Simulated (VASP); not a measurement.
ZrSi3O8:

```
CELL_PARAMETERS angstrom
3.46971 0.00000 0.00000
0.00000 5.81367 0.00000
0.00000 0.00000 5.74628
ATOMIC_POSITIONS crystal
Si 0.50000 0.24743 0.55812
Si 0.00000 0.00000 0.92110
Si 0.50000 0.75257 0.55812
O 0.50000 0.00000 0.41436
O 0.00000 0.20541 0.11618
O 0.00000 0.23434 0.65695
O 0.50000 0.00000 0.83702
O 0.50000 0.50000 0.39065
O 0.00000 0.79459 0.11618
O 0.00000 0.76566 0.65695
O 0.50000 0.50000 0.79639
Zr 0.00000 0.50000 0.97800
```

Base run:

* Program: VASP 6.6.1
* Functional: PBE
* Potentials or basis: VASP PAW PBE potentials, release 64 (Si, O, Zr_sv)
* Cutoff: 520 eV
* k mesh: 8 × 4 × 4
* Occupations: fermi-dirac, width 0.02 eV
* Spin: no spin polarisation

Its results: band gap on the k mesh 3.70 eV (least direct gap 3.79 eV); pressure 7.3 GPa; largest force 0.474 eV/Å.

**Question.** The run is repeated on the same cell with these changes: functional from PBE to r2SCAN; occupations from fermi-dirac, width 0.02 eV to gaussian, width 0.01 eV. What comes out?

**Answer.** Band gap on the k mesh 4.39 eV (least direct gap 4.48 eV); pressure 0.6 GPa; largest force 0.089 eV/Å.

Caveats: the cell stands under pressure (at least some runs); the PAW data sets were made with another functional, which shifts forces and pressure a little (at least some runs).

A k mesh can miss the band edges.
